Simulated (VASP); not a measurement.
Here is a VASP 6.6.1 calculation.

INCAR

```
ALGO = Normal
EDIFF = 1E-7
ENCUT = 520
GGA = PE
ISIF = 2
ISMEAR = 0
LASPH = T
LCHARG = F
LREAL = F
LWAVE = F
NBANDS = 36
NELM = 60
PREC = Accurate
SIGMA = 0.2
```

Contents of KPOINTS:

```
k-points
0
Gamma
  4 4 3
```

The input POSCAR:

```
SiC5
1.0
    4.6525821189      0.0000000000      0.0000000000
   -2.3262910594      4.0292543081      0.0000000000
    0.0000000000      0.0000000000      7.1812156700
Si C
2 10
Direct
    0.0000000000      0.0000000000      0.7500000000
    0.0000000000      0.0000000000      0.2500000000
    0.6195667788      0.0000000000      0.7500000000
    0.3333333333      0.6666666667      0.7500000000
    0.6666666667      0.3333333333      0.7500000000
    0.0000000000      0.6195667788      0.7500000000
    0.3804332212      0.3804332212      0.7500000000
    0.6195667788      0.6195667788      0.2500000000
    0.6666666667      0.3333333333      0.2500000000
    0.3333333333      0.6666666667      0.2500000000
    0.0000000000      0.3804332212      0.2500000000
    0.3804332212      0.0000000000      0.2500000000
```

Potentials or basis: VASP PAW PBE potentials, release 64 (Si, C).

Launch:

```console
$ cat potpaw_PBE.64/Si/POTCAR potpaw_PBE.64/C/POTCAR > POTCAR
$ mpirun -np 1 vasp_std > vasp.out
```

(1) Estimate the largest force.

(2) What does it give for the pressure?

(3) What does it give for the band gap on the k mesh?

Answers

(1) 0.028 eV/Å.

(2) 0.1 GPa.

(3) zero (band 24 reaches 4.29 eV, above the bottom of band 25 at 4.27 eV).

Caveat: the k points lie up to 0.39 Å⁻¹ apart.
